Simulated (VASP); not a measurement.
# Si6O11 (a cell with a defect) in VASP: notebook, part 2 of 2

VASP 6.6.1. Earlier steps stand in the parts before.

**3. Single point, PBE+D3(BJ)**

INCAR

```
SYSTEM = Si6O11
PREC = Accurate
ENCUT = 520
EDIFF = 1E-6
ISMEAR = 0
SIGMA = 0.05
LREAL = Auto
LASPH = .True.
NELM = 100
ALGO = Normal
ISIF = 2
LWAVE = .False.
LCHARG = .False.
GGA = PE
IVDW = 12
NBANDS = 59
NELECT = 88.0
```

KPOINTS

```
regular mesh
0
Gamma
  4 4 2
  0 0 0
```

POSCAR

```
Si6O11
1.0
   -2.4573906087      4.2563253884      0.0000000000
    0.0000000000      0.0000000000      5.4210324304
    7.3721718262      4.2563253883      0.0000000000
Si O
6 11
Direct
    0.7669799462      0.6666666667      0.2330200538
    0.2669799462      0.6666666667      0.7330200538
    0.9660401075      0.3333333333      0.5000000000
    0.4660401075      0.3333333333      0.0000000000
    0.2669799462      0.0000000000      0.2669799462
    0.7669799462      0.0000000000      0.7669799462
    0.2730030153      0.2203350802      0.1370425925
    0.7730030153      0.2203350802      0.6370425925
    0.0690623811      0.8870017469      0.7949771961
    0.6579346037      0.5536684135      0.0679802114
    0.1579346037      0.5536684135      0.5679802114
    0.0690623811      0.7796649198      0.2050228039
    0.5690623811      0.7796649198      0.7050228039
    0.1614172867      0.1001944898      0.4440653184
    0.6579346037      0.1129982531      0.9320197886
    0.7730030153      0.4463315865      0.3629574075
    0.2730030153      0.4463315865      0.8629574075
```

Potentials or basis: VASP PAW PBE potentials, release 64 (Si, O).

The run is started by

```bash
cat potpaw_PBE.64/Si/POTCAR potpaw_PBE.64/O/POTCAR > POTCAR
mpirun -np 1 vasp_std > vasp.out
```

OUTCAR:

```text
SYSTEM = Si6O11
   PREC = Accurate
   ENCUT = 520
   EDIFF = 1E-6
   ISMEAR = 0
   LREAL = Auto
   LASPH = .True.
   NELM = 100
   ISIF = 2
   GGA = PE
   IVDW = 12
   NELECT = 88.0
 IVDW          = 12

 ion  position               nearest neighbor table
   1  0.767  0.667  0.233-  12 1.62  10 1.62  16 1.63   5 3.06   5 3.06   3 3.06   4 3.06
   2  0.267  0.667  0.733-  13 1.62  11 1.62  17 1.63   9 1.63   6 3.06   6 3.06   4 3.06   3 3.06

   3  0.966  0.333  0.500-   8 1.62  16 1.62  11 1.63  14 1.66   6 3.06   1 3.06   5 3.06   2 3.06

   4  0.466  0.333  0.000-   7 1.62  17 1.62  15 1.63  10 1.63   5 3.06   2 3.06   6 3.06   1 3.06

   5  0.267  0.000  0.267-   7 1.63  12 1.63  14 1.68   4 3.06   1 3.06   1 3.06   3 3.06
   6  0.767  0.000  0.767-  15 1.62   9 1.62   8 1.63  13 1.63   3 3.06   2 3.06   2 3.06   4 3.06

   7  0.273  0.220  0.137-   4 1.62   5 1.63
   8  0.773  0.220  0.637-   3 1.62   6 1.63
   9  0.069  0.887  0.795-   6 1.62   2 1.63
  10  0.658  0.554  0.068-   1 1.62   4 1.63
  11  0.158  0.554  0.568-   2 1.62   3 1.63
  12  0.069  0.780  0.205-   1 1.62   5 1.63
  13  0.569  0.780  0.705-   2 1.62   6 1.63
  14  0.161  0.100  0.444-   3 1.66   5 1.68
  15  0.658  0.113  0.932-   6 1.62   4 1.63
[... 224 lines left out ...]
      2     -17.8994      2.00000
      3     -17.6983      2.00000
      4     -17.4527      2.00000
      5     -17.3323      2.00000
      6     -16.7812      2.00000
[... 1169 lines left out ...]
     55      11.1442      0.00000
     56      11.1981      0.00000
 [bands above 56 left out]

------------------------ aborting loop because EDIFF is reached ----------------------------------------

 Edisp (eV)   -2.41229

 E8    (eV) :    -0.8275

  FORCE on cell =-STRESS in cart. coord.  units (eV):
  Direction    XX          YY          ZZ          XY          YZ          ZX
  --------------------------------------------------------------------------------------
  -------------------------------------------------------------------------------------
  Total     -19.28778   -17.38128   -18.54455    -0.05448     2.69588    -2.68334
  in kB    -136.25166  -122.78385  -131.00139    -0.38487    19.04412   -18.95553
  external pressure =     -130.01 kB  Pullay stress =        0.00 kB

 VOLUME and BASIS-vectors are now :
 -----------------------------------------------------------------------------
  energy-cutoff  :      520.00
  volume of cell :      226.80
      direct lattice vectors                 reciprocal lattice vectors
    -2.457390609  4.256325388  0.000000000    -0.101733928  0.176208333  0.000000000
     0.000000000  0.000000000  5.421032430     0.000000000  0.000000000  0.184466707
     7.372171826  4.256325388  0.000000000     0.101733928  0.058736111  0.000000000

 POSITION                                       TOTAL-FORCE (eV/Angst)
 -----------------------------------------------------------------------------------
     -0.16691      4.25633      3.61402        -0.974425      0.315629     -2.340501
      4.74788      4.25633      3.61402        -0.022984     -0.196211     -0.135015
      1.31215      6.23994      1.80701         0.962690      1.436384      0.321579
     -1.14524      1.98362      1.80701        -1.350148     -0.930084     -0.351175
      1.31215      2.27271      0.00000         1.992612     -1.164985      1.691253
      3.76954      6.52903      0.00000        -0.086528      0.076940      0.021146
[... 9 lines left out ...]
      0.77621      4.83502      2.41958        -0.302094     -1.013384      0.716862
      5.69100      4.83502      2.41958         0.320242      0.190984     -0.099140
 -----------------------------------------------------------------------------------
    total drift:                                0.002096     -0.001683     -0.001817

  FREE ENERGIE OF THE ION-ELECTRON SYSTEM (eV)
  ---------------------------------------------------
  free  energy   TOTEN  =      -136.6598660789 eV

  energy  without entropy=     -136.6449768309  energy(sigma->0) =     -136.65242145
```

stdout:

```text
POSCAR found type information on POSCAR SiO
 POSCAR found :  2 types and      17 ions
 scaLAPACK will be used
 LDA part: xc-table for (Slater+PW92), standard interpolation
 POSCAR, INCAR and KPOINTS ok, starting setup
 FFT: planning ... GRIDC
 FFT: planning ... GRID_SOFT
 FFT: planning ... GRID
 WAVECAR not read
 entering main loop
 the old and the new charge density differ
 old charge density:    90.00000 new   88.00000
    0.331E+01
```

Wall time 8.5 min (1 thread of Intel Xeon 6975P-C (Granite Rapids), shared host); peak memory 0.37 GiB.

What came out:

```yaml
Free_energy: -136.6599 eV
Largest_force: 2.861 eV/Å
Dispersion_energy_per_atom: -0.142 eV
```

Forces on the atoms (eV/Å):
```
Si  -0.974  0.316 -2.341
Si  -0.023 -0.196 -0.135
Si   0.963  1.436  0.322
Si  -1.350 -0.930 -0.351
Si   1.993 -1.165  1.691
Si  -0.087  0.077  0.021
O    0.941  0.809 -0.932
O   -0.153 -0.218  0.003
O    0.089  0.148  0.006
O    0.650  0.698  1.246
O   -0.283 -0.276 -0.107
O    0.117  0.269  0.509
O   -0.167  0.082  0.054
O   -2.302 -0.391 -0.897
O    0.568  0.164  0.292
O   -0.302 -1.013  0.717
O    0.320  0.191 -0.099
```

Levels at points of the mesh, in eV from the Fermi level:
```tsv
k point	band 41	band 42	band 43	band 44	band 45	band 46	band 47	band 48
(0.00, 0.00, 0.00)	-0.81	-0.60	-0.25	-0.18	-0.03	4.57	6.44	6.86
(0.50, 0.00, 0.00)	-0.65	-0.48	-0.04	0.00	0.58	3.60	6.74	6.88
(0.00, 0.50, 0.00)	-0.88	-0.33	-0.25	-0.09	0.02	4.23	6.93	7.33
(0.50, 0.50, 0.00)	-0.58	-0.56	-0.51	-0.31	0.49	3.80	6.47	7.17
(0.00, 0.00, 0.50)	-0.75	-0.49	-0.28	-0.15	-0.02	4.56	6.27	7.06
(0.50, 0.00, 0.50)	-0.63	-0.47	-0.06	-0.02	0.58	3.62	6.72	6.82
(0.00, 0.50, 0.50)	-0.84	-0.47	-0.31	-0.03	0.04	4.24	7.01	7.26
(0.50, 0.50, 0.50)	-0.60	-0.52	-0.34	-0.23	0.41	3.79	6.50	7.16
```

Caveat: the k points lie up to 0.37 Å⁻¹ apart; the cell carries a net charge on a neutralising background, which shifts energy and pressure; the cell differs from its parent crystal (atoms taken out, atom 14 moved 0.000 of the way to it and +0.125 Å across, host rigid); the cell is charged against a uniform background, so pressure and absolute levels hang on convention.

**4. Single point, PBE+D3(BJ)**

INCAR

```
PREC = Accurate
ENCUT = 520
EDIFF = 1E-6
ISMEAR = 0
SIGMA = 0.05
LREAL = Auto
LASPH = T
NELM = 80
ALGO = Normal
ISIF = 2
LWAVE = F
LCHARG = F
GGA = PE
IVDW = 12
NELECT = 88.0
NBANDS = 59
```

KPOINTS

```
regular mesh
0
Gamma
  4 4 2
```

POSCAR, as its differences from that of step 3:

```diff
@@ -21,3 +21,3 @@
     0.5690623811      0.7796649198      0.7050228039
-    0.1614172867      0.1001944898      0.4440653184
+    0.2711645971      0.0180878364      0.4338957300
     0.6579346037      0.1129982531      0.9320197886
```

The run is started by

```bash
cat potpaw_PBE.64/Si/POTCAR potpaw_PBE.64/O/POTCAR > POTCAR
mpirun -np 1 vasp_std > vasp.out
```

Wall time 7.7 min (1 thread of Intel Xeon 6975P-C (Granite Rapids), shared host); peak memory 0.37 GiB.

It converged, with:

| Quantity | Value |
| --- | --- |
| Free energy | -134.4942 eV |
| Largest force | 10.316 eV/Å |
| Dispersion energy per atom | -0.143 eV |

Forces in eV/Å, atoms in the order of the input:
```
Si  -2.150  0.805 -2.357
Si   0.307  0.371  0.089
Si   2.010  1.903  0.907
Si  -1.437 -1.434 -0.525
Si  -7.929 -6.310  0.191
Si   0.217  0.247 -0.631
O    1.187  0.803 -1.040
O   -1.630 -0.067  0.047
O   -0.045  0.040 -0.021
O    0.902  0.922  1.468
O   -0.952 -1.009 -1.338
O    0.075 -0.738  0.168
O   -0.138  0.133  0.046
O    8.945  4.251  2.887
O    0.615  0.215  0.398
O   -0.250 -0.357 -0.185
O    0.274  0.226 -0.105
```

Levels at points of the mesh, in eV from the Fermi level:
| k point | band 42 | band 43 | band 44 | band 45 | band 46 | band 47 |
| --- | --- | --- | --- | --- | --- | --- |
| (0.00, 0.00, 0.00) | -0.57 | -0.54 | -0.18 | -0.02 | 3.89 | 5.34 |
| (0.50, 0.00, 0.00) | -0.68 | -0.18 | -0.08 | 0.84 | 3.27 | 4.97 |
| (0.00, 0.50, 0.00) | -0.51 | -0.40 | -0.01 | 0.17 | 3.47 | 5.64 |
| (0.50, 0.50, 0.00) | -0.61 | -0.59 | -0.49 | 0.67 | 3.90 | 4.37 |
| (0.00, 0.00, 0.50) | -0.53 | -0.44 | -0.17 | -0.02 | 3.86 | 5.36 |
| (0.50, 0.00, 0.50) | -0.66 | -0.19 | -0.09 | 0.84 | 3.26 | 4.97 |
| (0.00, 0.50, 0.50) | -0.55 | -0.42 | 0.00 | 0.19 | 3.50 | 5.61 |
| (0.50, 0.50, 0.50) | -0.62 | -0.46 | -0.41 | 0.60 | 3.93 | 4.38 |

Caveat: the k points lie up to 0.37 Å⁻¹ apart; the cell carries a net charge on a neutralising background, which shifts energy and pressure; the cell differs from its parent crystal (atoms taken out, atom 14 moved 0.250 of the way to it and +0.375 Å across, host rigid); the cell is charged against a uniform background, so pressure and absolute levels hang on convention.
